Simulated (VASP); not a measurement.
Wanted: the native input for a VASP 6.6.1 run.

* Task: relaxation of cell and atoms
* Functional: PBE
* Potentials or basis: VASP PAW PBE potentials, release 64 (Na_pv, Au)
* Cutoff: 600 eV
* k mesh: 8 × 8 × 8
* Occupations: gaussian, width 0.1 eV
* Spin: no spin polarisation
* Dipole correction: no
* Further INCAR settings: ALGO = Normal; EDIFF = 1e-07; IBRION = 2; EDIFFG = -0.01; NSW = 100; ISIF = 3

The structure of NaAu7 lies in POSCAR:

```
NaAu7
1.0
    0.0000000000      4.1617247800      4.1617247800
    4.1617247800      0.0000000000      4.1617247800
    4.1617247800      4.1617247800      0.0000000000
Na Au
1 7
Direct
    0.0000000000      0.0000000000      0.0000000000
    0.5000000000      0.5000000000      0.5000000000
    0.0000000000      0.5000000000      0.0000000000
    0.5000000000      0.0000000000      0.0000000000
    0.0000000000      0.5000000000      0.5000000000
    0.5000000000      0.0000000000      0.5000000000
    0.0000000000      0.0000000000      0.5000000000
    0.5000000000      0.5000000000      0.0000000000
```

The cell was generated, and may not be a known phase.

These files were run (other wordings do the same):

INCAR

```
PREC = Accurate
ENCUT = 600
EDIFF = 1E-7
ISMEAR = 0
SIGMA = 0.1
LREAL = False
LASPH = True
NELM = 100
ALGO = Normal
ISIF = 3
LWAVE = False
LCHARG = False
GGA = PE
IBRION = 2
NSW = 100
EDIFFG = -0.01
```

KPOINTS

```
Automatic mesh
0
Gamma
  8 8 8
```

Potentials or basis: VASP PAW PBE potentials, release 64 (Na_pv, Au).

The run is started by

```console
$ cat potpaw_PBE.64/Na_pv/POTCAR potpaw_PBE.64/Au/POTCAR > POTCAR
$ mpirun -np 1 vasp_std > vasp.out
```

Results of the run:

| Property | Result |
| --- | --- |
| Relaxed volume | 18.11 Å³/atom |
| Relaxed cell | a = 5.895 Å, b = 5.895 Å, c = 5.895 Å, α = 60.00°, β = 60.00°, γ = 60.00° |
| Space group after relaxing (to 0.1 Å) | Fm-3m (No. 225) |
| Energy gained by relaxing | 0.2 meV/atom |
| Ionic steps | 3 |
| Pressure after relaxing | 0.0 GPa |
| Band gap on the k mesh | zero (bands 42 and 43 overlap by 0.89 eV) |

Caveat: spin-orbit coupling is left out, which moves the levels of the heavy elements.

Wall time 4.9 min on 1 thread of Intel(R) Xeon(R) 6975P-C (Granite Rapids) (shared host), peak memory 0.46 GiB.
